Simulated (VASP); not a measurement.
Wanted: the native input for a VASP 6.6.1 run.

```yaml
Task: single point
Functional: LDA
Potentials_or_basis: VASP PAW LDA potentials, release 64 (Mg_sv, Al, C)
Cutoff: 840 eV
k_mesh: 12 × 12 × 6
Occupations: gaussian, width 0.01 eV
Spin: no spin polarisation
Dipole_correction: no
Further_INCAR_settings: ALGO = Normal; EDIFF = 1e-06; NBANDS = 20
```

The structure of MgAl2C2 lies in POSCAR:

```
MgAl2C2
1.0
    3.3470274287      0.0000000000      0.0000000000
   -1.6735137144      2.8986107804      0.0000000000
    0.0000000000      0.0000000000      5.7051213920
Mg Al C
1 2 2
Direct
    0.0000000000      0.0000000000      0.0000000000
    0.3333333333      0.6666666667      0.3495036925
    0.6666666667      0.3333333333      0.6504963075
    0.3333333333      0.6666666667      0.7310792029
    0.6666666667      0.3333333333      0.2689207971
```

The input as run:

INCAR

```
PREC = Accurate ; ENCUT = 840
EDIFF = 1E-6 ; ISMEAR = 0
SIGMA = 0.01 ; LREAL = F
LASPH = T ; NELM = 120
ALGO = Normal ; ISIF = 2
LWAVE = F ; LCHARG = F
NBANDS = 20 ; GGA_COMPAT = F
```

KPOINTS

```
regular mesh
0
Gamma
  12 12 6
```

Potentials or basis: VASP PAW LDA potentials, release 64 (Mg_sv, Al, C).

The run is started by

```bash
$ cat potpaw_LDA.64/Mg_sv/POTCAR potpaw_LDA.64/Al/POTCAR potpaw_LDA.64/C/POTCAR > POTCAR
$ mpirun -np 1 vasp_std > vasp.out
```

It gave:

```yaml
Pressure: 0.3 GPa
Largest_force: 0.011 eV/Å
Band_gap_on_the_k_mesh: 1.77 eV (least direct gap 2.98 eV)
```

It took 4.5 min on 1 thread of AMD EPYC 7R43 64-Core Processor (Zen 3), on a shared host, peak memory 0.3 GiB.
